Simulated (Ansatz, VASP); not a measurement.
## MgO: VASP beside Ansatz

Contents of INCAR:

```
PREC = Accurate ; ENCUT = 520
EDIFF = 1E-7 ; ISMEAR = 0
SIGMA = 0.05 ; LREAL = False
LASPH = True ; NELM = 60
ALGO = Normal ; ISIF = 2
LWAVE = False ; LCHARG = False
NBANDS = 26
```

KPOINTS

```
Automatic mesh
0
Gamma
  6 6 6
```

The input POSCAR:

```
MgO
1.0
    4.1607146133      0.0000000000      0.0000000000
    0.0000000000     -4.1607146133      0.0000000000
    0.0000000000      0.0000000000     -4.1607146133
Mg O
4 4
Direct
   -0.0353492667      1.0353492667      1.0749871186
    0.5000000000      0.5000000000      1.0000000000
    0.5000000000      1.0000000000      0.5000000000
    0.0000000000      0.5000000000      0.5000000000
    0.5000000000      0.0000000000      0.0000000000
    0.0000000000      0.5000000000      0.0000000000
    0.0000000000      0.0000000000      0.5000000000
    0.5000000000      0.5000000000      0.5000000000
```

Input for Ansatz:

```yaml
crystal:
  lattice:
    - [4.1607146133, 0.0, 0.0]
    - [0.0, -4.1607146133, 0.0]
    - [0.0, 0.0, -4.1607146133]
  atoms:
    - { symbol: Mg, position: [-0.0353492667, 1.0353492667, 1.0749871186] }
    - { symbol: Mg, position: [0.5, 0.5, 1.0] }
    - { symbol: Mg, position: [0.5, 1.0, 0.5] }
    - { symbol: Mg, position: [0.0, 0.5, 0.5] }
    - { symbol: O, position: [0.5, 0.0, 0.0] }
    - { symbol: O, position: [0.0, 0.5, 0.0] }
    - { symbol: O, position: [0.0, 0.0, 0.5] }
    - { symbol: O, position: [0.5, 0.5, 0.5] }
basis:
  ecutwfc: 420
kpoints:
  mp_grid: { grid: [6, 6, 6] }
hamiltonian:
  xc: lda
  pseudopotentials: { kind: paw, azcp: { folder: soft_1 } }
scf:
  occupations: { method: gaussian, width: 0.05 }
output:
  forces: true
  stress: true
  eigenvalues: true
  write_density: true
  write_potential: true
  elf: true
  volumetric_format: npy
```

Alike in both runs: task single point; functional LDA; k mesh 6 × 6 × 6; occupations gaussian, width 0.05 eV; no spin polarisation.

```csv
,VASP,Ansatz
version,VASP 6.6.1,Ansatz 0.2.0
potentials or method,"VASP PAW LDA potentials, release 64 (Mg, O), cutoff 520 eV","scalar-relativistic, plane waves, PAW"
valence electrons in the cell,32,64
```

```tsv
	VASP	Ansatz	Ansatz less VASP
gap on the k mesh at the Fermi level (eV)	4.98	4.98	+0.003
least direct gap on the mesh (eV)	4.98	4.98	+0.003
pressure (GPa)	3.0	4.6	+1.62
traceless stress, the component that is largest in VASP (GPa)	5.32	5.08	-0.245
rms of the force components (eV/Å)	1.164	1.125	-0.0390
```

Ansatz warns that its potentials were made for another functional, while VASP's fit it. LDA's correlation is that of Perdew and Zunger in VASP and of Perdew and Wang (1992) in Ansatz. Atom by atom the forces differ by 0.041 eV/Å (rms over components). VASP's potentials hold 32 valence electrons a cell and Ansatz's 64, so a difference there can come from the potentials and not from the codes.
